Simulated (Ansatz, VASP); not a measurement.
**SrCl2: VASP beside Ansatz**

The input INCAR:

```
SYSTEM = SrCl2
ALGO = Normal ; EDIFF = 1E-6
ENCUT = 520 ; GGA = PS
ISIF = 2 ; ISMEAR = 0
LASPH = .True. ; LCHARG = .False.
LREAL = .False. ; LWAVE = .False.
NBANDS = 19 ; NELM = 80
PREC = Accurate ; SIGMA = 0.05
```

The input KPOINTS:

```
k-points
0
Gamma
  6 6 6
  0 0 0
```

The input POSCAR:

```
SrCl2
1.0
    1.3628735433      4.2833168504      4.2833168504
    4.2833168504      1.3628735433      4.2833168504
    4.2833168504      4.2833168504      1.3628735433
Sr Cl
1 2
Direct
    0.0000000000      0.0000000000      0.0000000000
    0.2500000000      0.2500000000      0.2500000000
    0.7500000000      0.7500000000      0.7500000000
```

Input for Ansatz:

```yaml
crystal:
  lattice:
    - [1.3628735433, 4.2833168504, 4.2833168504]
    - [4.2833168504, 1.3628735433, 4.2833168504]
    - [4.2833168504, 4.2833168504, 1.3628735433]
  atoms:
    - { symbol: Sr, position: [0.0, 0.0, 0.0] }
    - { symbol: Cl, position: [0.25, 0.25, 0.25] }
    - { symbol: Cl, position: [0.75, 0.75, 0.75] }
basis:
  ecutwfc: 420
kpoints:
  mp_grid: { grid: [6, 6, 6] }
hamiltonian:
  xc: pbesol
scf:
  occupations: { method: gaussian, width: 0.05 }
output:
  forces: true
  stress: true
  eigenvalues: true
```

Alike in both runs: task single point; functional PBEsol; k mesh 6 × 6 × 6; occupations gaussian, width 0.05 eV; no spin polarisation.

|  | VASP | Ansatz |
| --- | --- | --- |
| version | VASP 6.6.1 | Ansatz 0.2.0 |
| potentials or method | VASP PAW PBE potentials, release 64 (Sr_sv, Cl), cutoff 520 eV | scalar-relativistic, plane waves, PAW |
| valence electrons in the cell | 24 | 24 |

```tsv
	VASP	Ansatz	Ansatz less VASP
gap on the k mesh at the Fermi level (eV)	5.33	5.34	+0.007
least direct gap on the mesh (eV)	5.67	5.69	+0.011
pressure (GPa)	4.7	4.4	-0.21
traceless stress, the component that is largest in VASP (GPa)	-1.08	-1.06	+0.019
rms of the force components (eV/Å)	0.189	0.171	-0.0182
```

VASP's potentials were made for PBE, not for PBEsol. Atom by atom the forces differ by 0.018 eV/Å (rms over components).
